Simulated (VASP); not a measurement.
# ZrN in VASP: single point with PBE

Aim: the single point of ZrN with PBE.

All numbers are computed with VASP 6.6.1; they aren't measurements. Logs are shortened: lines on timing, memory, paths and dates and some standing lists are left out, and cuts for length are marked.

## 1. The cell of the first run

The cell holds a slab with vacuum, 8 atoms: a = 3.249 Å, b = 3.249 Å, c = 22.892 Å, α = 90.00°, β = 90.00°, γ = 90.00°.

## 2. Single point, PBE

File POSCAR:

```
ZrN
1.0
    3.2489502564      0.0000000000      0.0000000000
    0.0000000000      3.2489502564      0.0000000000
    0.0000000000      0.0000000000     22.8921000000
Zr N
4 4
Direct
    0.0000000000      0.0000000000      0.3494663165
    0.5000000000      0.5000000000      0.4498221051
    0.0000000000      0.0000000000      0.5501778943
    0.5000000000      0.5000000000      0.6505336835
    0.5000000000      0.5000000000      0.3494663165
    0.0000000000      0.0000000000      0.4498221051
    0.5000000000      0.5000000000      0.5501778943
    0.0000000000      0.0000000000      0.6505336835
```

File INCAR.step1:

```
SYSTEM = ZrN
  PREC = Accurate
  ENCUT = 520
  EDIFF = 1E-6
  ISMEAR = -1
  SIGMA = 0.05
  LREAL = .FALSE.
  LASPH = .TRUE.
  NELM = 120
  ALGO = Normal
  ISIF = 2
  LWAVE = .FALSE.
  LCHARG = .TRUE.
  LMAXMIX = 4
  LDIPOL = .TRUE.
  IDIPOL = 3
  DIPOL = 0.5 0.5 0.500
  GGA = PE
  NBANDS = 44
  GGA_COMPAT = .FALSE.
  NEDOS = 2001
  LORBIT = 11
  NELMDL = -8
```

File KPOINTS.step1:

```
regular mesh
0
G
  10 10 1
  0 0 0
```

File INCAR.step2:

```
SYSTEM = ZrN
  PREC = Accurate
  ENCUT = 520
  EDIFF = 1E-6
  ISMEAR = -5
  SIGMA = 0.05
  LREAL = .FALSE.
  LASPH = .TRUE.
  NELM = 120
  ALGO = Normal
  ISIF = 2
  LWAVE = .FALSE.
  LCHARG = .FALSE.
  LMAXMIX = 4
  LDIPOL = .TRUE.
  IDIPOL = 3
  DIPOL = 0.5 0.5 0.500
  GGA = PE
  LORBIT = 11
  NBANDS = 44
  NEDOS = 2001
  ICHARG = 11
  GGA_COMPAT = .FALSE.
  NELMDL = -8
```

File KPOINTS.step2:

```
regular mesh
0
G
  15 15 1
  0 0 0
```

Potentials or basis: VASP PAW PBE potentials, release 64 (Zr_sv, N).

Launch:

```sh
$ cat potpaw_PBE.64/Zr_sv/POTCAR potpaw_PBE.64/N/POTCAR > POTCAR
$ cp INCAR.step1 INCAR
$ cp KPOINTS.step1 KPOINTS
$ mpirun -np 1 vasp_std > vasp.out
$ cp INCAR.step2 INCAR
$ cp KPOINTS.step2 KPOINTS
$ mpirun -np 1 vasp_std > vasp.out
```

OUTCAR:

```text
SYSTEM = ZrN
   PREC = Accurate
   ENCUT = 520
   EDIFF = 1E-6
   ISMEAR = -5
   LREAL = .FALSE.
   LASPH = .TRUE.
   NELM = 120
   ISIF = 2
   GGA = PE
   LORBIT = 11
   ICHARG = 11
   NELMDL = -8

 ion  position               nearest neighbor table
   1  0.000  0.000  0.349-   6 2.30   5 2.30   5 2.30   5 2.30   5 2.30   2 3.25   2 3.25   2 3.25
                             2 3.25
   2  0.500  0.500  0.450-   5 2.30   6 2.30   6 2.30   6 2.30   6 2.30   7 2.30   1 3.25   1 3.25
                             1 3.25   1 3.25   3 3.25   3 3.25   3 3.25   3 3.25
   3  0.000  0.000  0.550-   7 2.30   7 2.30   7 2.30   7 2.30   8 2.30   6 2.30   4 3.25   4 3.25
                             2 3.25   4 3.25   2 3.25   2 3.25   4 3.25   2 3.25
   4  0.500  0.500  0.651-   8 2.30   8 2.30   8 2.30   8 2.30   7 2.30   3 3.25   3 3.25   3 3.25
                             3 3.25
   5  0.500  0.500  0.349-   2 2.30   1 2.30   1 2.30   1 2.30   1 2.30
   6  0.000  0.000  0.450-   1 2.30   2 2.30   2 2.30   2 2.30   2 2.30   3 2.30
   7  0.500  0.500  0.550-   3 2.30   3 2.30   3 2.30   3 2.30   4 2.30   2 2.30
   8  0.000  0.000  0.651-   4 2.30   4 2.30   4 2.30   4 2.30   3 2.30

  LATTYP: Found a simple tetragonal cell.
 ALAT       =     3.2489502564
 C/A-ratio  =     7.0459989207

  Lattice vectors:

 A1 = (   3.2489502564,   0.0000000000,   0.0000000000)
 A2 = (   0.0000000000,   3.2489502564,   0.0000000000)
 A3 = (   0.0000000000,   0.0000000000,  22.8921000000)

Analysis of symmetry for initial positions (statically):
=====================================================================
 Subroutine PRICEL returns:
 Original cell was already a primitive cell.

 Routine SETGRP: Setting up the symmetry group for a
 simple tetragonal supercell.

 Subroutine GETGRP returns: Found 16 space group operations
 (whereof  8 operations were pure point group operations)
 out of a pool of 16 trial point group operations.

The static configuration has the point symmetry C_4v.
 The point group associated with its full space group is D_4h.

Analysis of symmetry for dynamics (positions and initial velocities):
=====================================================================
 Subroutine PRICEL returns:
 Original cell was already a primitive cell.

 Routine SETGRP: Setting up the symmetry group for a
 simple tetragonal supercell.

 Subroutine GETGRP returns: Found 16 space group operations
 (whereof  8 operations were pure point group operations)
 out of a pool of 16 trial point group operations.

The dynamic configuration has the point symmetry C_4v.
 The point group associated with its full space group is D_4h.

 Subroutine INISYM returns: Found 16 space group operations
 (whereof  8 operations are pure point group operations),
 and found     1 'primitive' translations

----------------------------------------------------------------------------------------

                                     Primitive cell

  volume of cell :     241.6416

  direct lattice vectors                    reciprocal lattice vectors
     3.248950256  0.000000000  0.000000000     0.307791724  0.000000000  0.000000000
     0.000000000  3.248950256  0.000000000     0.000000000  0.307791724  0.000000000
     0.000000000  0.000000000 22.892100000     0.000000000  0.000000000  0.043683192

  length of vectors
     3.248950256  3.248950256 22.892100000     0.307791724  0.307791724  0.043683192

  position of ions in fractional coordinates (direct lattice)
     0.000000000  0.000000000  0.349466316
     0.500000000  0.500000000  0.449822105
     0.000000000  0.000000000  0.550177894
     0.500000000  0.500000000  0.650533684
     0.500000000  0.500000000  0.349466316
     0.000000000  0.000000000  0.449822105
     0.500000000  0.500000000  0.550177894
     0.000000000  0.000000000  0.650533684

  ion indices of the primitive-cell ions
   primitive index   ion index
                 1           1
                 2           2
                 3           3
                 4           4
                 5           5
                 6           6
                 7           7
                 8           8

----------------------------------------------------------------------------------------

 KPOINTS: regular mesh

Automatic generation of k-mesh.
 Grid dimensions read from file:
 generate k-points for:   15   15    1

 Generating k-lattice:

  Cartesian coordinates                     Fractional coordinates (reciprocal lattice)
     0.020519448  0.000000000  0.000000000     0.066666667  0.000000000  0.000000000
     0.000000000  0.020519448  0.000000000     0.000000000  0.066666667  0.000000000
     0.000000000  0.000000000  0.043683192     0.000000000  0.000000000  1.000000000

  Length of vectors
     0.020519448  0.020519448  0.043683192

  Shift w.r.t. Gamma in fractional coordinates (k-lattice)
     0.000000000  0.000000000  0.000000000

 TETIRR: Found    321 inequivalent tetrahedra from     1350

 Subroutine IBZKPT returns following result:
 ===========================================

 Found     36 irreducible k-points:

 Following reciprocal coordinates:
            Coordinates               Weight
  0.000000  0.000000  0.000000      1.000000
  0.066667  0.000000  0.000000      4.000000
  0.133333  0.000000  0.000000      4.000000
  0.200000  0.000000  0.000000      4.000000
  0.266667  0.000000  0.000000      4.000000
  0.333333  0.000000  0.000000      4.000000
[... 16 lines left out ...]
  0.266667  0.200000  0.000000      8.000000
  0.333333  0.200000  0.000000      8.000000
 [... further k-points ...]
   k-points           NKPTS =     36   k-points in BZ     NKDIM =     36   number of bands    NBANDS=     44
   number of dos      NEDOS =   2001   number of ions     NIONS =      8
   total plane-waves  NPLWV = 103680
   dimension x,y,z NGX =    24 NGY =   24 NGZ =  180
   dimension x,y,z NGXF=    48 NGYF=   48 NGZF=  360
   ions per type =               4   4
   NGX,Y,Z   is equivalent  to a cutoff of  12.28, 12.28, 13.07 a.u.
   NGXF,Y,Z  is equivalent  to a cutoff of  24.56, 24.56, 26.14 a.u.
 SYSTEM =  ZrN
   PREC   = accura    normal or accurate (medium, high low for compatibility)
   ISTART =      0    job   : 0-new  1-cont  2-samecut
   ICHARG =     11    charge: 1-file 2-atom 10-const
   ISPIN  =      1    spin polarized calculation?
   LNONCOLLINEAR =      F non collinear calculations
   LSORBIT =      F    spin-orbit coupling
   LASPH  =      T    aspherical Exc in radial PAW
   ENCUT  =  520.0 eV  38.22 Ry    6.18 a.u.   6.04  6.04 42.56*2*pi/ulx,y,z
   NELM   =    120;   NELMIN=  2; NELMDL= -8     # of ELM steps
   EDIFF  = 0.1E-05   stopping-criterion for ELM
   LREAL  =      F    real-space projection
   EDIFFG = 0.1E-04   stopping-criterion for IOM
   NSW    =      0    number of steps for IOM
   IBRION =     -1    ionic relax: 0-MD 1-quasi-New 2-CG
   NFREE  =      0    steps in history (QN), initial steepest desc. (CG)
   ISIF   =      2    stress and relaxation
   ISYM   =      2    0-nonsym 1-usesym 2-fastsym
   POTIM  = 0.5000    time-step for ionic-motion
   TEBEG  =    0.0;   TEEND  =   0.0 temperature during run
   PSTRESS=    0.0 pullay stress
   NELECT =      68.0000    total number of electrons
   NUPDOWN=      -1.0000    fix difference up-down
   EMIN   =  10.00;   EMAX   =-10.00  energy-range for DOS
   EFERMI =   0.00;   METHOD = LEGACY
   ISMEAR =    -5;   SIGMA  =   0.05  broadening in eV -4-tet -1-fermi 0-gaus
   EFERMI_NEDOS =   21; number of points for ismear=-14 and -15
   IALGO  =     38    algorithm
   IMIX   =      4    mixing-type and parameters
     AMIX     =   0.40;   BMIX     =  1.00
     AMIX_MAG =   1.60;   BMIX_MAG =  1.00
  volume/ion in A,a.u.               =      30.21       203.83
  Fermi-wavevector in a.u.,A,eV,Ry     =   1.072804  2.027306 15.659072  1.150909
  Thomas-Fermi vector in A             =   2.208585
   LORBIT       =     11    0 simple, 1 ext, 2 COOP (PROOUT), +10 PAW based schemes
   GGA     = PE    functional components
   LHFCALC =     F    Hartree Fock is set to
   AEXX    =    0.0000 exact exchange contribution
   IVDW    =     0    specifies the selected vdW correction
   LEPSILON=     F    determine dielectric tensor
   LRPA    =     F    only Hartree local field effects (RPA)
 non-spin polarized calculation
 Fermi weights with tetrahedron method with Bloechl corrections
  energy-cutoff  :      520.00
  volume of cell :      241.64
 maximum number of plane-waves:      6558

 number of electron      68.0000000 magnetization

 dipolmoment           0.000000      0.000000     -0.000000 electrons x Angstroem

 Free energy of the ion-electron system (eV)
  ---------------------------------------------------
  ext. energy  EPLUGINS =         0.00000000
  ---------------------------------------------------
  free energy    TOTEN  =       -79.34151487 eV

  energy without entropy =      -79.34151487  energy(sigma->0) =      -79.34151487

 E-fermi :   3.3722     XC(G=0):  -5.9634

 val. band max:        3.3827213217   @ k =   0.3333   0.0667   0.0000
 cond. band min:       3.3691061196   @ k =   0.4000   0.2667   0.0000
 fundamental gap:     -0.0136152022
 Fermi energy:         3.3721537808

 k-point     1 :       0.0000    0.0000    0.0000
  band No.  band energies     occupation
      1     -46.4578      2.00000
      2     -46.4555      2.00000
      3     -46.2160      2.00000
      4     -46.1271      2.00000
      5     -24.8626      2.00000
      6     -24.7935      2.00000
[... 1117 lines left out ...]
     43       6.1881      0.00000
     44       6.3468      0.00000

 [... further k-points ...]

------------------------ aborting loop because EDIFF is reached ----------------------------------------

 vacuum level on the upper side and lower side of the slab       (xc-potential included)        -0.332        -0.332

  FORCE on cell =-STRESS in cart. coord.  units (eV):
  Direction    XX          YY          ZZ          XY          YZ          ZX
  --------------------------------------------------------------------------------------
  -------------------------------------------------------------------------------------
  Total       -5.8535024     -5.8535024     -2.3611818      0.0000000      0.0000000      0.0000000
  in kB      -38.8109811    -38.8109811    -15.6555473      0.0000000      0.0000000      0.0000000
  external PRESSURE =     -31.0925032 kB  Pullay stress =       0.0000000 kB

 VOLUME and BASIS-vectors are now :
 -----------------------------------------------------------------------------
  energy-cutoff  :      520.00
  volume of cell :      241.64
      direct lattice vectors                 reciprocal lattice vectors
     3.248950256  0.000000000  0.000000000     0.307791724  0.000000000  0.000000000
     0.000000000  3.248950256  0.000000000     0.000000000  0.307791724  0.000000000
     0.000000000  0.000000000 22.892100000     0.000000000  0.000000000  0.043683192

 POSITION                                       TOTAL-FORCE (eV/Angst)
 -----------------------------------------------------------------------------------
      0.00000      0.00000      8.00002         0.000000      0.000000      1.544319
      1.62448      1.62448     10.29737         0.000000      0.000000     -0.053829
      0.00000      0.00000     12.59473        -0.000000      0.000000      0.053829
      1.62448      1.62448     14.89208        -0.000000     -0.000000     -1.544319
      1.62448      1.62448      8.00002        -0.000000     -0.000000     -0.820571
      0.00000      0.00000     10.29737        -0.000000     -0.000000     -0.778762
      1.62448      1.62448     12.59473        -0.000000      0.000000      0.778762
      0.00000      0.00000     14.89208        -0.000000      0.000000      0.820571
 -----------------------------------------------------------------------------------
    total drift:                               -0.000000     -0.000000      0.000016

  FREE ENERGIE OF THE ION-ELECTRON SYSTEM (eV)
  ---------------------------------------------------
  free  energy   TOTEN  =       -79.3415148716 eV

  energy  without entropy=      -79.3415148716  energy(sigma->0) =      -79.34151487

 vacuum level on the upper side and lower side of the slab         5.526         5.526

 total charge

# of ion       s       p       d       tot
------------------------------------------
    1        2.153   6.003   1.596   9.752
    2        2.158   6.029   1.683   9.870
    3        2.158   6.029   1.683   9.870
    4        2.153   6.003   1.596   9.752
    5        1.247   2.413   0.000   3.659
    6        1.242   2.466   0.000   3.709
    7        1.242   2.466   0.000   3.709
    8        1.247   2.413   0.000   3.659
--------------------------------------------------
tot         13.601  33.820   6.559  53.980
```

Run time: 16 min. Hardware: 1 thread of Oxide Virtual Turin-like, shared host; peak memory 0.42 GiB.

What came out:

| Item | Value |
| --- | --- |
| Valence electrons inside the program's atomic spheres | Zr 9.75, 9.87 (each value once); N 3.66, 3.71 (each value once) |
